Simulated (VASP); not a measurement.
A run of VASP 6.6.1:

Contents of INCAR:

```
SYSTEM = In2Ag
PREC     = Accurate       ! precision mode
ENCUT    = 600            ! plane-wave cutoff, eV
EDIFF    = 1E-6           ! SCF threshold, eV
ISMEAR   = 0              ! smearing method
SIGMA    = 0.1            ! smearing width, eV
LREAL    = .False.        ! projectors in reciprocal space
LASPH    = .True.         ! aspherical terms in the spheres
NELM     = 80             ! most SCF steps
ALGO     = Fast           ! electronic algorithm
ISIF     = 3              ! what is computed and relaxed
LWAVE    = .False.        ! write WAVECAR
LCHARG   = .False.        ! write CHGCAR
GGA      = PS             ! functional
IBRION   = 2              ! ionic algorithm
NSW      = 70             ! ionic steps
EDIFFG   = -0.008         ! ionic threshold
PSTRESS  = 40.0
```

Contents of KPOINTS:

```
Automatic mesh
0
Gamma
  8 8 8
  0 0 0
```

Contents of POSCAR:

```
In2Ag
1.0
   -3.3357050967      3.3357050967      2.7808363521
    3.3357050967     -3.3357050967      2.7808363521
    3.3357050967      3.3357050967     -2.7808363521
In Ag
4 2
Direct
    0.1550641618      0.6550641618      0.8101283237
    0.6550641618      0.8449358382      0.5000000000
    0.8449358382      0.3449358382      0.1898716763
    0.3449358382      0.1550641618      0.5000000000
    0.7500000000      0.7500000000      0.0000000000
    0.2500000000      0.2500000000      0.0000000000
```

Potentials or basis: VASP PAW PBE potentials, release 64 (In_d, Ag).

Command:

```sh
$ cat potpaw_PBE.64/In_d/POTCAR potpaw_PBE.64/Ag/POTCAR > POTCAR
$ mpirun -np 1 vasp_std > vasp.out
```

Hardware: 1 thread of Intel(R) Xeon(R) Platinum 8175M CPU @ 2.50GHz (Skylake/Cascade Lake), with other jobs on the host.

Problem. Estimate the wall time of this run.

Solution. It took 40 min on 1 thread of Intel(R) Xeon(R) Platinum 8175M CPU @ 2.50GHz (Skylake/Cascade Lake), with other jobs on the host, peak memory 0.56 GiB. Counts: scf iterations 66, k points 59, ion steps 7.
